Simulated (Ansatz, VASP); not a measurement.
## One calculation of RbBr, two programs

```xyz
4
Lattice="4.7711 0.0000 0.0000 -2.3855 4.1319 0.0000 0.0000 0.0000 8.4102" Properties=species:S:1:pos:R:3 pbc="T T T"
Rb    0.0000    0.0000    0.0000
Rb    0.0000    0.0000    4.2051
Br    0.0000    2.7546    2.1025
Br    2.3855    1.3773    6.3076
```

Alike in both runs: task single point; functional PBE; k mesh 6 × 6 × 4; no spin polarisation.

|  | VASP | Ansatz |
| --- | --- | --- |
| version | VASP 6.6.1 | Ansatz 0.2.0 |
| potentials or method | VASP PAW PBE potentials, release 64 (Rb_sv, Br) | plane waves, PAW |
| plane-wave cutoff (eV) | 520 | 420 |
| occupations | gaussian, width 0.01 eV | fixed |
| valence electrons in the cell | 32 | 32 |

```tsv
	VASP	Ansatz	Ansatz less VASP
gap on the k mesh at the Fermi level (eV)	4.23	4.23	+0.002
pressure (GPa)	0.6	0.6	-0.02
```
